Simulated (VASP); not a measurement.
# BN (P6_3/mmc) in VASP: notebook

The runs below take BN through single point, with PBEsol.

Everything below comes from runs of VASP 6.6.1. Logs are shortened: lines on timing, memory, paths and dates and some standing lists are left out, and cuts for length are marked.

### 1 The cell of the first run

It takes space group P6_3/mmc (No. 194, hexagonal). The conventional cell has a = 2.342 Å, b = 2.342 Å, c = 7.074 Å, α = 90.00°, β = 90.00°, γ = 120.00°. Within 1.8 Å of B (site symmetry -6m2) lie 3 N at 1.35 Å. Within 1.8 Å of N (site symmetry -6m2) lie 3 B at 1.35 Å.

### 2 Single point, PBEsol (volume 8.401 Å^3 an atom, c/a of the conventional cell 3.0202)

The input, INCAR:

```
SYSTEM = BN
ALGO = Normal
EDIFF = 1E-6
ENCUT = 520
GGA = PS
ISIF = 2
ISMEAR = 0
LASPH = .TRUE.
LCHARG = .FALSE.
LREAL = .FALSE.
LWAVE = .FALSE.
NBANDS = 16
NELM = 60
PREC = Accurate
SIGMA = 0.05
```

The input, KPOINTS:

```
k-points
0
G
  12 12 4
  0 0 0
```

The input, POSCAR:

```
BN
1.0
    2.3421149902      0.0000000000      0.0000000000
   -1.1710574951      2.0283310801      0.0000000000
    0.0000000000      0.0000000000      7.0736556934
B N
2 2
Direct
    0.3333333333      0.6666666667      0.2500000000
    0.6666666667      0.3333333333      0.7500000000
    0.3333333333      0.6666666667      0.7500000000
    0.6666666667      0.3333333333      0.2500000000
```

Potentials or basis: VASP PAW PBE potentials, release 64 (B, N).

The run is started by

```bash
$ cat potpaw_PBE.64/B/POTCAR potpaw_PBE.64/N/POTCAR > POTCAR
$ mpirun -np 1 vasp_std > vasp.out
```

OUTCAR:

```text
SYSTEM = BN
   EDIFF = 1E-6
   ENCUT = 520
   GGA = PS
   ISIF = 2
   ISMEAR = 0
   LASPH = .TRUE.
   LREAL = .FALSE.
   NELM = 60
   PREC = Accurate

 ion  position               nearest neighbor table
   1  0.333  0.667  0.250-   4 1.35   4 1.35   4 1.35
   2  0.667  0.333  0.750-   3 1.35   3 1.35   3 1.35
   3  0.333  0.667  0.750-   2 1.35   2 1.35   2 1.35
   4  0.667  0.333  0.250-   1 1.35   1 1.35   1 1.35

  LATTYP: Found a hexagonal cell.
 ALAT       =     2.3421149902
 C/A-ratio  =     3.0202000000

  Lattice vectors:

 A1 = (   2.3421149902,   0.0000000000,   0.0000000000)
 A2 = (  -1.1710574951,   2.0283310801,   0.0000000000)
 A3 = (   0.0000000000,   0.0000000000,   7.0736556934)

Analysis of symmetry for initial positions (statically):
=====================================================================
 Subroutine PRICEL returns:
 Original cell was already a primitive cell.

 Routine SETGRP: Setting up the symmetry group for a
 hexagonal supercell.

 Subroutine GETGRP returns: Found 24 space group operations
 (whereof 12 operations were pure point group operations)
 out of a pool of 24 trial point group operations.

The static configuration has the point symmetry D_3d.
 The point group associated with its full space group is D_6h.

Analysis of symmetry for dynamics (positions and initial velocities):
=====================================================================
 Subroutine PRICEL returns:
 Original cell was already a primitive cell.

 Routine SETGRP: Setting up the symmetry group for a
 hexagonal supercell.

 Subroutine GETGRP returns: Found 24 space group operations
 (whereof 12 operations were pure point group operations)
 out of a pool of 24 trial point group operations.

The dynamic configuration has the point symmetry D_3d.
 The point group associated with its full space group is D_6h.

 Subroutine INISYM returns: Found 24 space group operations
 (whereof 12 operations are pure point group operations),
 and found     1 'primitive' translations

----------------------------------------------------------------------------------------

                                     Primitive cell

  volume of cell :      33.6040

  direct lattice vectors                    reciprocal lattice vectors
     2.342114990  0.000000000  0.000000000     0.426964519  0.246508080  0.000000000
    -1.171057495  2.028331080  0.000000000     0.000000000  0.493016160  0.000000000
     0.000000000  0.000000000  7.073655693     0.000000000  0.000000000  0.141369618

  length of vectors
     2.342114990  2.342114990  7.073655693     0.493016160  0.493016160  0.141369618

  position of ions in fractional coordinates (direct lattice)
     0.333333333  0.666666667  0.250000000
     0.666666667  0.333333333  0.750000000
     0.333333333  0.666666667  0.750000000
     0.666666667  0.333333333  0.250000000

  ion indices of the primitive-cell ions
   primitive index   ion index
                 1           1
                 2           2
                 3           3
                 4           4

----------------------------------------------------------------------------------------

 KPOINTS: k-points

Automatic generation of k-mesh.
 Grid dimensions read from file:
 generate k-points for:   12   12    4

 Generating k-lattice:

  Cartesian coordinates                     Fractional coordinates (reciprocal lattice)
     0.035580377  0.020542340  0.000000000     0.083333333  0.000000000  0.000000000
     0.000000000  0.041084680  0.000000000     0.000000000  0.083333333  0.000000000
     0.000000000  0.000000000  0.035342404     0.000000000  0.000000000  0.250000000

  Length of vectors
     0.041084680  0.041084680  0.035342404

  Shift w.r.t. Gamma in fractional coordinates (k-lattice)
     0.000000000  0.000000000  0.000000000

 Subroutine IBZKPT returns following result:
 ===========================================

 Found     57 irreducible k-points:

 Following reciprocal coordinates:
            Coordinates               Weight
[... 45 lines left out ...]

 E-fermi :   2.8365     XC(G=0): -10.2575

 val. band max:        2.5805888620   @ k =   0.3333   0.3333   0.5000
 cond. band min:       7.0942907067   @ k =   0.0000   0.0000   0.0000
 fundamental gap:      4.5137018447
 Fermi energy:         2.8365185843

 k-point     1 :       0.0000    0.0000    0.0000
  band No.  band energies     occupation
      1     -16.3718      2.00000
      2     -16.2019      2.00000
      3      -4.5401      2.00000
      4      -3.0878      2.00000
      5       1.5585      2.00000
      6       1.5585      2.00000
[... 8 lines left out ...]
     15      16.8120      0.00000
     16      17.8784      0.00000

 k-point     2 :       0.0833   -0.0000    0.0000
  band No.  band energies     occupation
      1     -16.2163      2.00000
      2     -16.0493      2.00000
      3      -4.3218      2.00000
      4      -2.8826      2.00000
      5       0.9453      2.00000
      6       0.9523      2.00000
[... 8 lines left out ...]
     15      17.1296      0.00000
     16      17.2915      0.00000

 k-point     3 :       0.1667   -0.0000    0.0000
  band No.  band energies     occupation
      1     -15.7563      2.00000
      2     -15.5984      2.00000
      3      -3.6740      2.00000
      4      -2.2763      2.00000
      5      -0.6287      2.00000
      6      -0.6209      2.00000
[... 8 lines left out ...]
     15      18.3950      0.00000
     16      18.5435      0.00000

 k-point     4 :       0.2500   -0.0000    0.0000
  band No.  band energies     occupation
      1     -15.0168      2.00000
      2     -14.8742      2.00000
      3      -2.6589      2.00000
      4      -2.6396      2.00000
      5      -2.6234      2.00000
      6      -1.3046      2.00000
[... 8 lines left out ...]
     15      19.2649      0.00000
     16      21.3114      0.00000
[... 324 lines left out ...]
 k-point    22 :       0.1667   -0.0000    0.2500
  band No.  band energies     occupation
      1     -15.7340      2.00000
      2     -15.6222      2.00000
      3      -3.4973      2.00000
      4      -2.5174      2.00000
      5      -0.6256      2.00000
      6      -0.6187      2.00000
[... 8 lines left out ...]
     15      18.5521      0.00000
     16      18.5932      0.00000

 k-point    23 :       0.2500   -0.0000    0.2500
  band No.  band energies     occupation
      1     -14.9965      2.00000
      2     -14.8956      2.00000
      3      -2.6765      2.00000
      4      -2.6471      2.00000
      5      -2.4330      2.00000
      6      -1.5220      2.00000
[... 8 lines left out ...]
     15      20.7529      0.00000
     16      21.3194      0.00000

 k-point    24 :       0.3333    0.0000    0.2500
  band No.  band energies     occupation
      1     -14.0454      2.00000
      2     -13.9613      2.00000
      3      -4.7156      2.00000
      4      -4.6923      2.00000
      5      -1.1838      2.00000
      6      -1.1674      2.00000
[... 8 lines left out ...]
     15      20.9729      0.00000
     16      22.5789      0.00000

 [... further k-points ...]
[... 5 lines left out ...]
  --------------------------------------------------------------------------------------
  -------------------------------------------------------------------------------------
  Total       19.1545178     19.1545178     -0.0294066      0.0000000      0.0000000      0.0000000
  in kB      913.2524181    913.2524181     -1.4020519      0.0000000      0.0000000      0.0000000
  external PRESSURE =     608.3675947 kB  Pullay stress =       0.0000000 kB

 VOLUME and BASIS-vectors are now :
 -----------------------------------------------------------------------------
  energy-cutoff  :      520.00
  volume of cell :       33.60
      direct lattice vectors                 reciprocal lattice vectors
     2.342114990  0.000000000  0.000000000     0.426964519  0.246508080  0.000000000
    -1.171057495  2.028331080  0.000000000     0.000000000  0.493016160  0.000000000
     0.000000000  0.000000000  7.073655693     0.000000000  0.000000000  0.141369618

 POSITION                                       TOTAL-FORCE (eV/Angst)
 -----------------------------------------------------------------------------------
     -0.00000      1.35222      1.76841        -0.000000     -0.000000      0.000000
      1.17106      0.67611      5.30524         0.000000      0.000000      0.000000
     -0.00000      1.35222      5.30524         0.000000      0.000000      0.000000
      1.17106      0.67611      1.76841        -0.000000      0.000000      0.000000
 -----------------------------------------------------------------------------------
    total drift:                               -0.000000      0.000000      0.000000

  FREE ENERGIE OF THE ION-ELECTRON SYSTEM (eV)
  ---------------------------------------------------
  free  energy   TOTEN  =       -35.3370321985 eV

  energy  without entropy=      -35.3370321985  energy(sigma->0) =      -35.33703220
```

It took 16 s on 1 thread of AMD EPYC 9R45 (Zen 5), shared host; peak memory 0.12 GiB.

Results:

```yaml
Free_energy: -35.3370 eV
Pressure: 60.8 GPa
Band_gap_on_the_k_mesh: 4.51 eV, indirect (least direct gap 5.09 eV)
```

Caveat: the PAW data sets were made with another functional, which shifts forces and pressure a little; this functional lacks dispersion, which binds the layers, so the pressure and a relaxed spacing across them are unreliable.

### 3 Single point, PBEsol (volume 8.401 Å^3 an atom, c/a of the conventional cell 2.7425)

The input, INCAR:

```
PREC = Accurate
ENCUT = 520
EDIFF = 1E-6
ISMEAR = 0
SIGMA = 0.05
LREAL = F
LASPH = T
NELM = 80
ALGO = Normal
ISIF = 2
LWAVE = F
LCHARG = F
GGA = PS
NBANDS = 16
```

The input, KPOINTS:

```
regular mesh
0
Gamma
  12 12 4
```

The input, POSCAR:

```
BN
1.0
    2.4186400277      0.0000000000      0.0000000000
   -1.2093200139      2.0946037066      0.0000000000
    0.0000000000      0.0000000000      6.6331202760
B N
2 2
Direct
    0.3333333333      0.6666666667      0.2500000000
    0.6666666667      0.3333333333      0.7500000000
    0.3333333333      0.6666666667      0.7500000000
    0.6666666667      0.3333333333      0.2500000000
```

Potentials or basis: VASP PAW PBE potentials, release 64 (B, N).

The run is started by

```bash
$ cat potpaw_PBE.64/B/POTCAR potpaw_PBE.64/N/POTCAR > POTCAR
$ mpirun -np 1 vasp_std > vasp.out
```

It took 15 s on 1 thread of AMD EPYC 9R45 (Zen 5), shared host; peak memory 0.12 GiB.

The run converged. Its results:

* Free energy: -36.2412 eV
* Pressure: 30.0 GPa
* Band gap on the k mesh: 4.32 eV, indirect (least direct gap 4.83 eV)

Stress tensor (GPa, compression positive):
```
44.51  0.00  0.00
 0.00 44.51  0.00
 0.00  0.00  0.94
```

Levels at points of the mesh, in eV from the valence-band top:
```tsv
k point	band 6	band 7	band 8	band 9	band 10	band 11
(0.00, 0.00, 0.00)	-1.17	-1.14	-1.14	5.00	10.46	12.40
(0.50, 0.00, 0.00)	-4.23	-1.55	-0.55	4.32	5.79	10.37
(0.00, 0.00, 0.50)	-1.15	-1.15	-1.15	7.50	7.50	12.45
(0.50, 0.00, 0.50)	-4.26	-1.04	-1.04	4.83	4.83	10.94
```

Caveat: the PAW data sets were made with another functional, which shifts forces and pressure a little; this functional lacks dispersion, which binds the layers, so the pressure and a relaxed spacing across them are unreliable. A k mesh can miss the band edges.

### 4 Single point, PBEsol (volume 8.401 Å^3 an atom, c/a of the conventional cell 3.1694)

The input, INCAR:

```
ALGO = Normal
EDIFF = 1E-6
ENCUT = 520
GGA = PS
ISIF = 2
ISMEAR = 0
LASPH = True
LCHARG = True
LELF = True
LREAL = False
LVHAR = True
LWAVE = False
NBANDS = 16
NELM = 60
PREC = Accurate
SIGMA = 0.05
```

The input, KPOINTS:

```
k-points
0
Gamma
  12 12 4
```

The input, POSCAR:

```
BN
1.0
    2.3047709089      0.0000000000      0.0000000000
   -1.1523854545      1.9959901570      0.0000000000
    0.0000000000      0.0000000000      7.3047409186
B N
2 2
Direct
    0.3333333333      0.6666666667      0.2500000000
    0.6666666667      0.3333333333      0.7500000000
    0.3333333333      0.6666666667      0.7500000000
    0.6666666667      0.3333333333      0.2500000000
```

The run is started by

```bash
$ cat potpaw_PBE.64/B/POTCAR potpaw_PBE.64/N/POTCAR > POTCAR
$ mpirun -np 1 vasp_std > vasp.out
```

Run time: 16 s. Hardware: 1 thread of AMD EPYC 9R45 (Zen 5), shared host; peak memory 0.12 GiB.

It converged, with:

```
Free energy            : -34.6332 eV
Pressure               : 78.0 GPa
Band gap on the k mesh : 4.30 eV, indirect (least direct gap 5.21 eV)
```

Stress tensor (GPa, compression positive):
```
117.18   0.00   0.00
  0.00 117.18   0.00
  0.00   0.00  -0.38
```

Levels at points of the mesh, in eV from the valence-band top:
```
           k point  band 5  band 6  band 7  band 8  band 9  band 10  band 11  band 12
(0.00, 0.00, 0.00)   -0.94   -0.94   -0.93   -0.93    4.30     9.02    13.73    13.73
(0.50, 0.00, 0.00)   -4.50   -4.49   -1.46   -0.94    4.72     5.67    11.52    12.78
(0.00, 0.00, 0.50)   -0.93   -0.93   -0.93   -0.93    6.23     6.23    13.75    13.75
(0.50, 0.00, 0.50)   -4.49   -4.49   -1.20   -1.20    5.10     5.10    12.33    12.33
```

Caveat: the PAW data sets were made with another functional, which shifts forces and pressure a little; this functional lacks dispersion, which binds the layers, so the pressure and a relaxed spacing across them are unreliable. A k mesh can miss the band edges.

### 5 Single point, PBEsol (volume 8.401 Å^3 an atom, c/a of the conventional cell 2.6133)

The input, INCAR:

```
PREC = Accurate
ENCUT = 520
EDIFF = 1E-7
ISMEAR = 0
SIGMA = 0.05
LREAL = False
LASPH = True
NELM = 80
ALGO = Normal
ISIF = 2
LWAVE = False
LCHARG = False
GGA = PS
NBANDS = 16
```

The input, KPOINTS:

```
regular mesh
0
Gamma
  12 12 4
```

The input, POSCAR:

```
BN
1.0
    2.4578593407      0.0000000000      0.0000000000
   -1.2289296704      2.1285686280      0.0000000000
    0.0000000000      0.0000000000      6.4231238151
B N
2 2
Direct
    0.3333333333      0.6666666667      0.2500000000
    0.6666666667      0.3333333333      0.7500000000
    0.3333333333      0.6666666667      0.7500000000
    0.6666666667      0.3333333333      0.2500000000
```

The run is started by

```bash
$ cat potpaw_PBE.64/B/POTCAR potpaw_PBE.64/N/POTCAR > POTCAR
$ mpirun -np 1 vasp_std > vasp.out
```

It took 15 s on 1 thread of AMD EPYC 9R45 (Zen 5), shared host; peak memory 0.12 GiB.

Results (log left out):

```yaml
Free_energy: -36.4601 eV
Pressure: 16.3 GPa
Band_gap_on_the_k_mesh: 4.18 eV, indirect (least direct gap 4.61 eV)
```

Stress tensor (GPa, compression positive):
```
23.46  0.00  0.00
 0.00 23.46  0.00
 0.00  0.00  1.87
```

Levels at points of the mesh, in eV from the valence-band top:
```
           k point  band 5  band 6  band 7  band 8  band 9  band 10  band 11  band 12
(0.00, 0.00, 0.00)   -1.25   -1.25   -1.21   -1.21    5.25    10.77    11.95    11.95
(0.50, 0.00, 0.00)   -4.24   -4.16   -1.64   -0.43    4.18     5.84     9.96    10.45
(0.00, 0.00, 0.50)   -1.23   -1.23   -1.23   -1.23    7.91     7.91    12.02    12.02
(0.50, 0.00, 0.50)   -4.20   -4.20   -1.01   -1.01    4.72     4.72    10.44    10.44
```

Caveat: the PAW data sets were made with another functional, which shifts forces and pressure a little; this functional lacks dispersion, which binds the layers, so the pressure and a relaxed spacing across them are unreliable.

### 6 Single point, PBEsol (volume 8.401 Å^3 an atom, c/a of the conventional cell 3.0939)

The input, INCAR:

```
PREC = Accurate ; ENCUT = 520
EDIFF = 1E-7 ; ISMEAR = 0
SIGMA = 0.05 ; LREAL = F
LASPH = T ; NELM = 60
ALGO = Normal ; ISIF = 2
LWAVE = F ; LCHARG = F
GGA = PS ; NBANDS = 16
```

KPOINTS is that of step 5.

The input, POSCAR:

```
BN
1.0
    2.3233681096      0.0000000000      0.0000000000
   -1.1616840548      2.0120958052      0.0000000000
    0.0000000000      0.0000000000      7.1882685942
B N
2 2
Direct
    0.3333333333      0.6666666667      0.2500000000
    0.6666666667      0.3333333333      0.7500000000
    0.3333333333      0.6666666667      0.7500000000
    0.6666666667      0.3333333333      0.2500000000
```

Potentials or basis: VASP PAW PBE potentials, release 64 (B, N).

The run is started by

```bash
$ cat potpaw_PBE.64/B/POTCAR potpaw_PBE.64/N/POTCAR > POTCAR
$ mpirun -np 1 vasp_std > vasp.out
```

Wall time 17 s (1 thread of AMD EPYC 9R45 (Zen 5), shared host); peak memory 0.12 GiB.

It converged, with:

| Quantity | Value |
| --- | --- |
| Free energy | -35.0071 eV |
| Pressure | 69.3 GPa |
| Band gap on the k mesh | 4.40 eV, indirect (least direct gap 5.15 eV) |

Stress tensor (GPa, compression positive):
```
104.04   0.00   0.00
  0.00 104.04   0.00
  0.00   0.00  -0.29
```

Levels at points of the mesh, in eV from the valence-band top:
```
           k point  band 5  band 6  band 7  band 8  band 9  band 10  band 11  band 12
(0.00, 0.00, 0.00)   -0.98   -0.98   -0.97   -0.97    4.40     9.29    13.50    13.50
(0.50, 0.00, 0.00)   -4.47   -4.45   -1.47   -0.88    4.65     5.69    11.33    12.49
(0.00, 0.00, 0.50)   -0.98   -0.98   -0.98   -0.98    6.43     6.43    13.53    13.53
(0.50, 0.00, 0.50)   -4.46   -4.46   -1.17   -1.17    5.06     5.06    12.11    12.11
```

Caveat: the PAW data sets were made with another functional, which shifts forces and pressure a little; this functional lacks dispersion, which binds the layers, so the pressure and a relaxed spacing across them are unreliable. A k mesh can miss the band edges.

### 7 Overview

| cell | gap on the mesh (eV) | pressure (GPa) |
| --- | --- | --- |
| a = 2.342, b = 2.342, c = 7.074 Å, angles 90.0, 90.0, 120.0°, 4 atoms | 4.51 | 60.8 |
| a = 2.419, b = 2.419, c = 6.633 Å, angles 90.0, 90.0, 120.0°, 4 atoms | 4.32 | 30.0 |
| a = 2.305, b = 2.305, c = 7.305 Å, angles 90.0, 90.0, 120.0°, 4 atoms | 4.30 | 78.0 |
| a = 2.458, b = 2.458, c = 6.423 Å, angles 90.0, 90.0, 120.0°, 4 atoms | 4.18 | 16.3 |
| a = 2.323, b = 2.323, c = 7.188 Å, angles 90.0, 90.0, 120.0°, 4 atoms | 4.40 | 69.3 |

Alike in all rows: task single point; level PBEsol; potentials or basis VASP PAW PBE potentials, release 64 (B, N); no spin polarisation; k mesh 12 × 12 × 4; cutoff (eV) 520; smearing gaussian 0.05 eV.

Caveats: the PAW data sets were made with another functional, which shifts forces and pressure a little; this functional lacks dispersion, which binds the layers, so the pressure and a relaxed spacing across them are unreliable.

Absolute energies hang on the potentials; compare differences alone.
